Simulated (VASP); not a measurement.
Set up this calculation in VASP 6.6.1, as the native input.

| Item | Value |
| --- | --- |
| Task | single point |
| Functional | PBE |
| Potentials or basis | VASP PAW PBE potentials, release 64 (K_sv, Sm_3), 4f in core |
| Cutoff | 500 eV |
| k mesh | 12 × 12 × 12 |
| Occupations | gaussian, width 0.1 eV |
| Spin | no spin polarisation |
| Dipole correction | no |
| Mended | yes |
| Further INCAR settings | ALGO = Normal; EDIFF = 1e-06; NBANDS = 22 |

The structure of K2Sm lies in POSCAR:

```
K2Sm
1.0
    6.9081395405      0.0000000000      0.0000000000
   -3.4540697703      5.9826243350      0.0000000000
    0.0000000000      0.0000000000      3.7129277284
K Sm
2 1
Direct
    0.3333333333      0.6666666667      0.5000000000
    0.6666666667      0.3333333333      0.5000000000
    0.0000000000      0.0000000000      0.0000000000
```

The cell was built from a structure type or drawn by symmetry, and may not be a known phase.

One way to write it, as run:

INCAR

```
SYSTEM = K2Sm
PREC = Accurate
ENCUT = 500
EDIFF = 1E-6
ISMEAR = 0
SIGMA = 0.1
LREAL = .FALSE.
LASPH = .TRUE.
NELM = 200
ALGO = Normal
ISIF = 2
LWAVE = .FALSE.
LCHARG = .FALSE.
GGA = PE
NBANDS = 22
GGA_COMPAT = .FALSE.
LMAXMIX = 6
```

KPOINTS

```
regular mesh
0
G
  12 12 12
  0 0 0
```

Potentials or basis: VASP PAW PBE potentials, release 64 (K_sv, Sm_3), 4f in core.

Launch:

```sh
$ cat potpaw_PBE.64/K_sv/POTCAR potpaw_PBE.64/Sm_3/POTCAR > POTCAR
$ mpirun -np 1 vasp_std > vasp.out
```

Results of the run:

* Pressure: 0.0 GPa
* Band gap on the k mesh: zero (an odd number of electrons rules out a gap without spin polarisation)

Caveat: spin-orbit coupling is left out, which moves the levels of the heavy elements; the 4f electrons are frozen in the core, so they carry no moment and show no levels.

Run time: 2.5 min on 1 thread of Intel(R) Xeon(R) 6975P-C (Granite Rapids) (shared host), peak memory 0.54 GiB.
